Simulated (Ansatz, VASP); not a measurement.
One calculation of Al, two programs

```
Al
1.0
     2.72933    0.00000    0.00000
    -1.36466    2.36367    0.00000
     0.00000    0.00000    9.04995
Al
4
Direct
  0.00000 0.00000 0.00000
  0.00000 0.00000 0.50000
  0.33333 0.66667 0.25000
  0.66667 0.33333 0.75000
```

Alike in both runs: task single point; functional LDA; k mesh 14 × 14 × 4; occupations fermi-dirac, width 0.1 eV; no spin polarisation.

```csv
,VASP,Ansatz
version,VASP 6.6.1,Ansatz 0.2.0
potentials or method,"VASP PAW LDA potentials, release 64 (Al), cutoff 520 eV","plane waves (420 eV) with PAW, scalar-relativistic"
valence electrons in the cell,12,12
```

|  | VASP | Ansatz | Ansatz less VASP |
| --- | --- | --- | --- |
| pressure (GPa) | 8.5 | 8.4 | -0.14 |
| traceless stress, the component that is largest in VASP (GPa) | -0.17 | -0.16 | +0.014 |

Ansatz warns that its potentials were made for another functional, while VASP's fit it. LDA's correlation is that of Perdew and Zunger in VASP and of Perdew and Wang (1992) in Ansatz.
